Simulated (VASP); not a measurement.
# SrTlF3 in VASP: notebook, part 2 of 2

VASP 6.6.1. Earlier steps stand in the parts before.

## Step 3: Single point, HSE06

This run uses another cell than the first one, of 20.88 Å³/atom, 0.959 times its volume.

File POSCAR:

```
SrTlF3
1.0
    4.7085950809      0.0000000000      0.0000000000
    0.0000000000      4.7085950809      0.0000000000
    0.0000000000      0.0000000000      4.7085950809
Tl Sr F
1 1 3
Direct
    0.0000000000      0.0000000000      0.0000000000
    0.5000000000      0.5000000000      0.5000000000
    0.5000000000      0.5000000000      0.0000000000
    0.5000000000      0.0000000000      0.5000000000
    0.0000000000      0.5000000000      0.5000000000
```

File INCAR.step1:

```
SYSTEM = SrTlF3
PREC = Accurate
ENCUT = 520
EDIFF = 1E-5
ISMEAR = 0
SIGMA = 0.01
LREAL = .False.
LASPH = .True.
NELM = 120
ALGO = Normal
ISIF = 2
LWAVE = .True.
LCHARG = .False.
GGA = PE
NBANDS = 30
GGA_COMPAT = .False.
KPAR = 4
```

File INCAR.step2:

```
SYSTEM = SrTlF3
PREC = Accurate
ENCUT = 520
EDIFF = 1E-6
ISMEAR = 0
SIGMA = 0.01
LREAL = .False.
LASPH = .True.
NELM = 120
ALGO = Normal
ISIF = 2
LWAVE = .False.
LCHARG = .False.
GGA = PE
LHFCALC = .True.
HFSCREEN = 0.2079
PRECFOCK = Normal
ISTART = 1
NBANDS = 30
GGA_COMPAT = .False.
KPAR = 4
```

File KPOINTS:

```
regular mesh
0
Gamma
  4 4 4
  0 0 0
```

Potentials or basis: VASP PAW PBE potentials, release 64 (Tl_d, Sr_sv, F).

Command:

```bash
> cat potpaw_PBE.64/Tl_d/POTCAR potpaw_PBE.64/Sr_sv/POTCAR potpaw_PBE.64/F/POTCAR > POTCAR
> cp INCAR.step1 INCAR
> mpirun -np 4 vasp_std > vasp.out
> cp INCAR.step2 INCAR
> mpirun -np 4 vasp_std > vasp.out
```

OUTCAR:

```text
SYSTEM = SrTlF3
   PREC = Accurate
   ENCUT = 520
   EDIFF = 1E-6
   ISMEAR = 0
   LREAL = .False.
   LASPH = .True.
   NELM = 120
   ISIF = 2
   GGA = PE
   LHFCALC = .True.
   HFSCREEN = 0.2079
   PRECFOCK = Normal
   ISTART = 1

 ion  position               nearest neighbor table
   1  0.000  0.000  0.000-   2 4.08   2 4.08   2 4.08   2 4.08   2 4.08   2 4.08   2 4.08   2 4.08

   2  0.500  0.500  0.500-   3 2.35   4 2.35   5 2.35   3 2.35   4 2.35   5 2.35   1 4.08   1 4.08
                             1 4.08   1 4.08   1 4.08   1 4.08   1 4.08   1 4.08
   3  0.500  0.500  0.000-   2 2.35   2 2.35
   4  0.500  0.000  0.500-   2 2.35   2 2.35
   5  0.000  0.500  0.500-   2 2.35   2 2.35

  LATTYP: Found a simple cubic cell.
 ALAT       =     4.7085950809

  Lattice vectors:

 A1 = (   4.7085950809,   0.0000000000,   0.0000000000)
 A2 = (   0.0000000000,   4.7085950809,   0.0000000000)
 A3 = (   0.0000000000,   0.0000000000,   4.7085950809)

Analysis of symmetry for initial positions (statically):
=====================================================================
 Subroutine PRICEL returns:
 Original cell was already a primitive cell.

 Routine SETGRP: Setting up the symmetry group for a
 simple cubic supercell.

 Subroutine GETGRP returns: Found 48 space group operations
 (whereof 48 operations were pure point group operations)
 out of a pool of 48 trial point group operations.

The static configuration has the point symmetry O_h .

Analysis of symmetry for dynamics (positions and initial velocities):
=====================================================================
 Subroutine PRICEL returns:
 Original cell was already a primitive cell.

 Routine SETGRP: Setting up the symmetry group for a
 simple cubic supercell.
[... 120 lines left out ...]
   LORBIT       =      0    0 simple, 1 ext, 2 COOP (PROOUT), +10 PAW based schemes
   GGA     = PE    functional components
   LHFCALC =     T    Hartree Fock is set to
   PRECFOCK=normal    Normal, Fast or Accurate (Low or Medium for compatibility)
   ENCUT4O =  -1.0   cutoff for four orbital integrals eV
   NKREDX  =     1    reduce k-point grid by
   NKREDY  =     1    reduce k-point grid by
   NKREDZ  =     1    reduce k-point grid by
   AEXX    =    0.2500 exact exchange contribution
   HFSCREEN=    0.2079 screening length (either q_TF or 0.3 A-1)
   HFSCREENC=   0.2079 screening length for correlation (either q_TF or 0.3 A-1)
   ENCUTFOCK=  -1.0 apply spherical cutoff to Coloumb kernel
   IVDW    =     0    specifies the selected vdW correction
   LEPSILON=     F    determine dielectric tensor
   LRPA    =     F    only Hartree local field effects (RPA)
 non-spin polarized calculation
 Gauss-broadening in eV      SIGMA  =   0.01
  energy-cutoff  :      520.00
  volume of cell :      104.39
 maximum number of plane-waves:      2832
 NGX is ok and might be reduce to    36
  NGX = 28; NGY = 28; NGZ = 28

 number of electron      43.9999977 magnetization

 Free energy of the ion-electron system (eV)
  ---------------------------------------------------
  ext. energy  EPLUGINS =         0.00000000
  ---------------------------------------------------
  free energy    TOTEN  =       -29.07906313 eV

  energy without entropy =      -29.07906313  energy(sigma->0) =      -29.07906313

 E-fermi :  -2.2626     XC(G=0):  -7.0988

 val. band max:       -2.3857661374   @ k =   0.5000   0.0000   0.0000
 cond. band min:       3.4732435615   @ k =   0.5000   0.0000   0.0000
 fundamental gap:      5.8590096989
 Fermi energy:        -2.2625550464

 k-point     1 :       0.0000    0.0000    0.0000
  band No.  band energies     occupation
      1     -34.0876      2.00000
      2     -23.5985      2.00000
      3     -23.5985      2.00000
      4     -23.5639      2.00000
      5     -15.1744      2.00000
      6     -15.1744      2.00000
[... 319 lines left out ...]
     29      11.4488      0.00000
     30      11.4488      0.00000

------------------------ aborting loop because EDIFF is reached ----------------------------------------

  FORCE on cell =-STRESS in cart. coord.  units (eV):
  Direction    XX          YY          ZZ          XY          YZ          ZX
  --------------------------------------------------------------------------------------
  -------------------------------------------------------------------------------------
  Total        0.7851831      0.7851831      0.7851831     -0.0000000      0.0000000      0.0000000
  in kB       12.0505671     12.0505671     12.0505671     -0.0000000      0.0000000      0.0000000
  external PRESSURE =      12.0505671 kB  Pullay stress =       0.0000000 kB

 VOLUME and BASIS-vectors are now :
 -----------------------------------------------------------------------------
  energy-cutoff  :      520.00
  volume of cell :      104.39
      direct lattice vectors                 reciprocal lattice vectors
     4.708595081  0.000000000  0.000000000     0.212377574  0.000000000  0.000000000
     0.000000000  4.708595081  0.000000000     0.000000000  0.212377574  0.000000000
     0.000000000  0.000000000  4.708595081     0.000000000  0.000000000  0.212377574

 POSITION                                       TOTAL-FORCE (eV/Angst)
 -----------------------------------------------------------------------------------
      0.00000      0.00000      0.00000         0.000000      0.000000      0.000000
      2.35430      2.35430      2.35430         0.000000      0.000000      0.000000
      2.35430      2.35430      0.00000         0.000000      0.000000      0.000000
      2.35430      0.00000      2.35430         0.000000      0.000000      0.000000
      0.00000      2.35430      2.35430         0.000000      0.000000      0.000000
 -----------------------------------------------------------------------------------
    total drift:                                0.000001      0.000001      0.000001

  FREE ENERGIE OF THE ION-ELECTRON SYSTEM (eV)
  ---------------------------------------------------
  free  energy   TOTEN  =       -29.0790631292 eV

  energy  without entropy=      -29.0790631292  energy(sigma->0) =      -29.07906313
```

It took 20 min on 4 MPI ranks of Intel Xeon Platinum 8488C (Sapphire Rapids), shared host; peak memory 0.35 GiB.

Results:

| Property | Result |
| --- | --- |
| Free energy | -29.0791 eV |
| Pressure | 1.2 GPa |
| Band gap on the k mesh | 5.86 eV, direct |

Levels at points of the mesh, in eV from the valence-band top:
```
           k point  band 20  band 21  band 22  band 23  band 24  band 25
(0.00, 0.00, 0.00)    -0.61    -0.61    -0.61     8.78     8.78     8.78
(0.50, 0.00, 0.00)    -0.62    -0.62     0.00     5.86     8.34     8.34
(0.50, 0.50, 0.00)    -0.67    -0.63    -0.19     6.83     6.83     8.40
(0.50, 0.50, 0.50)    -0.67    -0.67    -0.67     7.58     7.58     7.58
```

Caveat: the PAW data sets were made with another functional, which shifts forces and pressure a little; spin-orbit coupling is left out, which moves the levels of the heavy elements.
